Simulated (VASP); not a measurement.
A run of VASP 6.6.1 is set up as follows.

The input INCAR:

```
SYSTEM = MgO
PREC     = Accurate       ! precision mode
ENCUT    = 520            ! plane-wave cutoff, eV
EDIFF    = 1E-7           ! SCF threshold, eV
ISMEAR   = 0              ! smearing method
SIGMA    = 0.01           ! smearing width, eV
LREAL    = .FALSE.        ! projectors in reciprocal space
LASPH    = .TRUE.         ! aspherical terms in the spheres
NELM     = 80             ! most SCF steps
ALGO     = Normal         ! electronic algorithm
ISIF     = 2              ! what is computed and relaxed
LWAVE    = .FALSE.        ! write WAVECAR
LCHARG   = .TRUE.         ! write CHGCAR
GGA      = PE             ! functional
LELF     = .TRUE.         ! ELF
LVHAR    = .TRUE.       
NBANDS   = 11             ! bands
```

Contents of KPOINTS:

```
regular mesh
0
G
  6 6 6
  0 0 0
```

The input POSCAR:

```
MgO
1.0
    0.0000000000      2.1442107638      2.1442107638
    2.1442107638      0.0000000000      2.1442107638
    2.1442107638      2.1442107638      0.0000000000
Mg O
1 1
Direct
    0.0000000000      0.0000000000      0.0000000000
    0.5000000000      0.5000000000      0.5000000000
```

Potentials or basis: VASP PAW PBE potentials, release 64 (Mg, O).

Launch:

```bash
$ cat potpaw_PBE.64/Mg/POTCAR potpaw_PBE.64/O/POTCAR > POTCAR
$ mpirun -np 1 vasp_std > vasp.out
```

Task: What does it give for the pressure?

Result: -4.2 GPa.

Task: Estimate the band gap on the k mesh.

Result: 4.22 eV, direct.

Caveat: the k points lie up to 0.42 Å⁻¹ apart; the cell differs from its parent crystal (strain +2.0%).
